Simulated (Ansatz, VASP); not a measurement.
**GeW3 in VASP and in Ansatz**

Contents of INCAR:

```
PREC     = Accurate       # precision mode
ENCUT    = 520            # plane-wave cutoff, eV
EDIFF    = 1E-6           # SCF threshold, eV
ISMEAR   = 0              # smearing method
SIGMA    = 0.1            # smearing width, eV
LREAL    = F              # projectors in reciprocal space
LASPH    = T              # aspherical terms in the spheres
NELM     = 100            # most SCF steps
ALGO     = Fast           # electronic algorithm
ISIF     = 2              # what is computed and relaxed
LWAVE    = F              # write WAVECAR
LCHARG   = F              # write CHGCAR
GGA      = PE             # functional
NBANDS   = 36             # bands
```

The input KPOINTS:

```
regular mesh
0
Gamma
  4 4 4
```

File POSCAR:

```
GeW3
1.0
    0.0000000000      3.2477050300      3.2477050300
    3.2477050300      0.0000000000      3.2477050300
    3.2477050300      3.2477050300      0.0000000000
Ge W
1 3
Direct
    0.5000000000      0.5000000000      0.5000000000
    0.2500000000      0.2500000000      0.2500000000
    0.0000000000      0.0000000000      0.0000000000
    0.7500000000      0.7500000000      0.7500000000
```

Input for Ansatz:

```yaml
crystal:
  lattice:
    - [0.0, 3.24770503, 3.24770503]
    - [3.24770503, 0.0, 3.24770503]
    - [3.24770503, 3.24770503, 0.0]
  atoms:
    - { symbol: Ge, position: [0.5, 0.5, 0.5] }
    - { symbol: W, position: [0.25, 0.25, 0.25] }
    - { symbol: W, position: [0.0, 0.0, 0.0] }
    - { symbol: W, position: [0.75, 0.75, 0.75] }
basis:
  ecutwfc: 420
kpoints:
  mp_grid: { grid: [4, 4, 4] }
hamiltonian:
  xc: pbe
scf:
  occupations: { method: gaussian, width: 0.1 }
  lower_state_search: "off"
output:
  forces: true
  stress: true
  eigenvalues: true
```

Change from the starting cell: species swapped into the AlNi3 type (Fm-3m, No. 225).

Alike in both runs: task single point; functional PBE; k mesh 4 × 4 × 4; occupations gaussian, width 0.1 eV; no spin polarisation.

|  | VASP | Ansatz |
| --- | --- | --- |
| version | VASP 6.6.1 | Ansatz 0.2.0 |
| potentials or method | VASP PAW PBE potentials, release 64 (Ge_d, W_sv), cutoff 520 eV | scalar-relativistic, plane waves, PAW |
| valence electrons in the cell | 56 | 56 |

|  | VASP | Ansatz | Ansatz less VASP |
| --- | --- | --- | --- |
| gap on the k mesh at the Fermi level (eV) | none | none | - |
| pressure (GPa) | -17.1 | -17.3 | -0.22 |

A gap of «none» marks a metal or a gap that the smearing closes. The functional is the same, so the differences come from potentials, cutoffs and numerics.

The k mesh is coarse, so the values compare programs but aren't converged. Spin-orbit coupling is off throughout.
